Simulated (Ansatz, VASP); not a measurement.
# One calculation of GaAs, two programs

The input INCAR:

```
SYSTEM = GaAs
PREC     = Accurate       ! precision mode
ENCUT    = 520            ! plane-wave cutoff, eV
EDIFF    = 1E-7           ! SCF threshold, eV
ISMEAR   = 0              ! smearing method
SIGMA    = 0.05           ! smearing width, eV
LREAL    = Auto         
LASPH    = .TRUE.         ! aspherical terms in the spheres
NELM     = 100            ! most SCF steps
ALGO     = Normal         ! electronic algorithm
ISIF     = 2              ! what is computed and relaxed
LWAVE    = .FALSE.        ! write WAVECAR
LCHARG   = .FALSE.        ! write CHGCAR
LDIPOL   = .TRUE.       
IDIPOL   = 3            
DIPOL    = 0.5 0.5 0.405
GGA      = PE             ! functional
IVDW     = 12             ! dispersion correction
NBANDS   = 86             ! bands
```

KPOINTS

```
Automatic mesh
0
G
  2 2 1
  0 0 0
```

The input POSCAR:

```
GaAs
1.0
    8.0267120191      0.0000000000      0.0000000000
   -4.0133560095      6.9513365174      0.0000000000
    0.0000000000      0.0000000000     24.9450143248
As Ga
8 8
Direct
    0.5000000000      0.0000000000      0.3207053681
    0.5000000000      0.5000000000      0.3207053681
    0.0000000000      0.0000000000      0.3207053681
    0.0000000000      0.5000000000      0.3207053681
    0.6601798561      0.8398201439      0.4609519436
    0.6644322386      0.3355677614      0.4608910122
    0.1644322386      0.8355677614      0.4608910122
    0.1601798561      0.3398201439      0.4609519436
    0.1666666667      0.8333333333      0.3535465144
    0.1666666667      0.3333333333      0.3535465144
    0.6666666667      0.8333333333      0.3535465144
    0.6666666667      0.3333333333      0.3535465144
    0.3295159788      0.6704840212      0.4869997458
    0.3281142281      0.1718857719      0.4797026036
    0.8281142281      0.6718857719      0.4797026036
    0.8295159788      0.1704840212      0.4869997458
```

Input for Ansatz:

```yaml
crystal:
  lattice:
    - [8.0267120191, 0.0, 0.0]
    - [-4.0133560095, 6.9513365174, 0.0]
    - [0.0, 0.0, 24.9450143248]
  atoms:
    - { symbol: As, position: [0.5, 0.0, 0.3207053681] }
    - { symbol: As, position: [0.5, 0.5, 0.3207053681] }
    - { symbol: As, position: [0.0, 0.0, 0.3207053681] }
    - { symbol: As, position: [0.0, 0.5, 0.3207053681] }
    - { symbol: Ga, position: [0.1666666667, 0.8333333333, 0.3535465144] }
    - { symbol: Ga, position: [0.1666666667, 0.3333333333, 0.3535465144] }
    - { symbol: Ga, position: [0.6666666667, 0.8333333333, 0.3535465144] }
    - { symbol: Ga, position: [0.6666666667, 0.3333333333, 0.3535465144] }
    - { symbol: As, position: [0.6601798561, 0.8398201439, 0.4609519436] }
    - { symbol: As, position: [0.6644322386, 0.3355677614, 0.4608910122] }
    - { symbol: As, position: [0.1644322386, 0.8355677614, 0.4608910122] }
    - { symbol: As, position: [0.1601798561, 0.3398201439, 0.4609519436] }
    - { symbol: Ga, position: [0.3295159788, 0.6704840212, 0.4869997458] }
    - { symbol: Ga, position: [0.3281142281, 0.1718857719, 0.4797026036] }
    - { symbol: Ga, position: [0.8281142281, 0.6718857719, 0.4797026036] }
    - { symbol: Ga, position: [0.8295159788, 0.1704840212, 0.4869997458] }
basis:
  ecutwfc: 420
kpoints:
  mp_grid: { grid: [2, 2, 1] }
hamiltonian:
  xc: pbe
  dispersion: d3bj
scf:
  occupations: { method: gaussian, width: 0.05 }
output:
  forces: true
  eigenvalues: true
  write_density: true
  volumetric_format: npy
efield:
  axis: 3
  dipole_correction: true
  ramp_width: 0.04
```

Alike in both runs: task single point; functional PBE; dispersion D3(BJ); k mesh 2 × 2 × 1; occupations gaussian, width 0.05 eV; no spin polarisation.

|  | VASP | Ansatz |
| --- | --- | --- |
| version | VASP 6.6.1 | Ansatz 0.2.0 |
| potentials or method | VASP PAW PBE potentials, release 64 (As, Ga_d), cutoff 520 eV | scalar-relativistic, plane waves, PAW |
| valence electrons in the cell | 144 | 224 |

|  | VASP | Ansatz | Ansatz less VASP |
| --- | --- | --- | --- |
| gap on the k mesh at the Fermi level (eV) | none | none | - |
| rms of the force components (eV/Å) | 0.090 | 0.097 | +0.0063 |

A gap of «none» marks a metal or a gap that the smearing closes. VASP's potentials hold 144 valence electrons a cell and Ansatz's 224, so a difference there can come from the potentials and not from the codes.

The k mesh is coarse, so the values compare programs but aren't converged.
